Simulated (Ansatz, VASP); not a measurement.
Two plane-wave programs on Ta4S4Br

```
Ta S Br
1.0
     3.61409    0.00000    0.00000
    -1.80704    3.12989    0.00000
     0.00000    0.00000   14.73292
Ta S Br
4 4 1
Direct
  0.00000 0.00000 0.81371
  0.00000 0.00000 0.18629
  0.33333 0.66667 0.34546
  0.66667 0.33333 0.65454
  0.33333 0.66667 0.71571
  0.66667 0.33333 0.90760
  0.33333 0.66667 0.09240
  0.66667 0.33333 0.28429
  0.00000 0.00000 0.50000
```

Alike in both runs: functional PBE; dispersion D3(BJ); k mesh 12 × 12 × 4; occupations gaussian, width 0.1 eV; no spin polarisation.

Ansatz relaxed the structure, and its values are those at the end. VASP's run is a single point on that final structure, the one shown.

```csv
,VASP,Ansatz
version,VASP 6.6.1,Ansatz 0.2.0
potentials or method,"VASP PAW PBE potentials, release 64 (Ta_pv, S, Br), cutoff 520 eV","scalar-relativistic, plane waves, PAW"
valence electrons in the cell,75,83
```

VASP gave:

| Item | Value |
| --- | --- |
| gap on the k mesh at the Fermi level (eV) | none |
| pressure (GPa) | 0.1 |
| rms of the force components (eV/Å) | 0.009 |

Problem. Estimate Ansatz's values.

Solution. gap on the k mesh at the Fermi level (eV): none; pressure (GPa): 0.0; rms of the force components (eV/Å): 0.001.

A gap of «none» marks a metal or a gap that the smearing closes. VASP's potentials hold 75 valence electrons a cell and Ansatz's 83, so a difference there can come from the potentials and not from the codes.

Neither program's run includes spin-orbit coupling.
